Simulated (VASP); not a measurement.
Input of a VASP 6.6.1 run:

The input INCAR:

```
PREC = Accurate
ENCUT = 520
EDIFF = 1E-6
ISMEAR = -1
SIGMA = 0.02
LREAL = False
LASPH = True
NELM = 80
ALGO = Normal
ISIF = 2
LWAVE = False
LCHARG = False
GGA = PE
NBANDS = 10
```

Contents of KPOINTS:

```
Automatic mesh
0
Gamma
  5 5 5
```

The input POSCAR:

```
Cs
1.0
   -3.0705907403      3.0705907403      3.0705907403
    3.0705907403     -3.0705907403      3.0705907403
    3.0705907403      3.0705907403     -3.0705907403
Cs
1
Direct
    0.0000000000      0.0000000000      0.0000000000
```

Potentials or basis: VASP PAW PBE potentials, release 64 (Cs_sv).

The run is started by

```sh
$ cat potpaw_PBE.64/Cs_sv/POTCAR > POTCAR
$ mpirun -np 1 vasp_std > vasp.out
```

Task: Estimate the pressure.

Result: 0.0 GPa.

Task: Predict the band gap on the k mesh.

Result: Zero (an odd number of electrons rules out a gap without spin polarisation).

Caveat: spin-orbit coupling is left out, which moves the levels of the heavy elements.
